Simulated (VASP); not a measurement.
## KHgF2: single point with PBE

Crystal: KHgF2.

```xyz
4
Lattice="4.1890 0.0000 0.0000 0.0000 4.1890 0.0000 0.0000 0.0000 4.0351" Properties=species:S:1:pos:R:3 pbc="T T T"
K     2.0945    2.0945    2.0175
Hg    0.0000    0.0000    0.0000
F     2.0945    0.0000    0.0000
F     0.0000    2.0945    0.0000
```

```yaml
Program: VASP 6.6.1
Task: single point
Functional: PBE
Potentials_or_basis: VASP PAW PBE potentials, release 64 (K_sv, Hg, F)
Cutoff: 520 eV
k_mesh: 4 × 4 × 4
Occupations: gaussian, width 0.1 eV
Spin: no spin polarisation
Dipole_correction: no
Further_INCAR_settings: ALGO = Normal; EDIFF = 1e-07; NBANDS = 26
```

```
Pressure               : 24.3 GPa
Band gap on the k mesh : zero (an odd number of electrons rules out a gap without spin polarisation)
```

Stress tensor (GPa, compression positive):
```
36.54  0.00  0.00
 0.00 36.54  0.00
 0.00  0.00 -0.13
```

Levels at points of the mesh, in eV from the Fermi level:
```tsv
k point	band 13	band 14	band 15	band 16	band 17	band 18	band 19	band 20	band 21	band 22
(0.00, 0.00, 0.00)	-6.65	-6.23	-6.21	-6.14	-6.14	-3.09	3.95	4.34	5.23	6.63
(0.50, 0.00, 0.00)	-6.67	-6.57	-5.09	-5.04	-4.87	0.57	2.02	4.62	4.77	5.16
(0.50, 0.50, 0.00)	-5.71	-5.13	-5.13	-4.86	-1.57	1.45	3.62	3.62	5.52	5.65
(0.00, 0.00, 0.50)	-6.95	-6.46	-6.22	-6.22	-6.21	-1.38	0.28	5.29	6.55	6.55
(0.50, 0.00, 0.50)	-6.62	-6.45	-5.19	-5.09	-4.54	0.80	1.60	4.21	5.65	5.91
(0.50, 0.50, 0.50)	-5.69	-5.13	-5.13	-4.75	-1.57	-0.19	3.38	4.23	4.23	6.77
```

Run time: 16 s on 1 thread of AMD EPYC 9R45 96-Core Processor (Zen 5), on a shared host, peak memory 0.16 GiB.

Caveat: the k points lie up to 0.39 Å⁻¹ apart, too coarse for converged energies and pressures of a metal; spin-orbit coupling is left out, which moves the levels of the heavy elements; an odd number of electrons without spin polarisation forces a metal; a magnetic or distorted state may lie lower.
